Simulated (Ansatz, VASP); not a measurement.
## C: VASP beside Ansatz

The input INCAR:

```
SYSTEM = C
PREC = Accurate ; ENCUT = 1300
EDIFF = 1E-7 ; ISMEAR = 0
SIGMA = 0.1 ; LREAL = .FALSE.
LASPH = .TRUE. ; NELM = 120
ALGO = Normal ; ISIF = 3
LWAVE = .FALSE. ; LCHARG = .FALSE.
GGA = PE ; IBRION = 2
NSW = 80 ; EDIFFG = -0.01
GGA_COMPAT = .FALSE. ; NELMIN = 4
```

Contents of KPOINTS:

```
Automatic mesh
0
G
  6 6 2
  0 0 0
```

File POSCAR:

```
C
1.0
    1.2280479700     -2.1270618200      0.0000000000
    1.2280479700      2.1270618200      0.0000000000
    0.0000000000      0.0000000000      7.1732677600
C
4
Direct
    0.0833794600      0.9166205400      0.7531376000
    0.5833794600      0.4166205400      0.2468624000
    0.9166205400      0.0833794600      0.2468624000
    0.4166205400      0.5833794600      0.7531376000
```

Input for Ansatz:

```yaml
crystal:
  lattice:
    - [1.22804797, -2.12706182, 0.0]
    - [1.22804797, 2.12706182, 0.0]
    - [0.0, 0.0, 7.17326776]
  atoms:
    - { symbol: C, position: [0.08337946, 0.91662054, 0.7531376] }
    - { symbol: C, position: [0.58337946, 0.41662054, 0.2468624] }
    - { symbol: C, position: [0.91662054, 0.08337946, 0.2468624] }
    - { symbol: C, position: [0.41662054, 0.58337946, 0.7531376] }
basis:
  ecutwfc: 420
kpoints:
  mp_grid: { grid: [6, 6, 2] }
hamiltonian:
  xc: pbe
scf:
  occupations: { method: gaussian, width: 0.1 }
output:
  forces: true
  stress: true
  eigenvalues: true
relax:
  adjacent_minimum: "off"
  f_tol: 0.01
  max_steps: 60
  cell: { stress_tol: 0.05 }
```

Alike in both runs: task relaxation of cell and atoms; functional PBE; k mesh 6 × 6 × 2; occupations gaussian, width 0.1 eV; no spin polarisation.

```csv
,VASP,Ansatz
version,VASP 6.6.1,Ansatz 0.2.0
potentials or method,"VASP PAW PBE potentials, release 64 (C_h), cutoff 1300 eV","scalar-relativistic, plane waves, PAW"
valence electrons in the cell,16,16
```

Ansatz gave:

```
gap on the k mesh at the Fermi level, each at its own relaxed structure (eV)  : 0.08
relaxed volume (Å³/atom)                                                      : 10.52
relaxed length of the cell vector where the two differ most in proportion (Å) : 7.979
```

Task: Estimate VASP's values.

Result: gap on the k mesh at the Fermi level, each at its own relaxed structure (eV): 0.02; relaxed volume (Å³/atom): 10.24; relaxed length of the cell vector where the two differ most in proportion (Å): 7.774.

The k mesh is coarse, so the values compare programs but aren't converged.
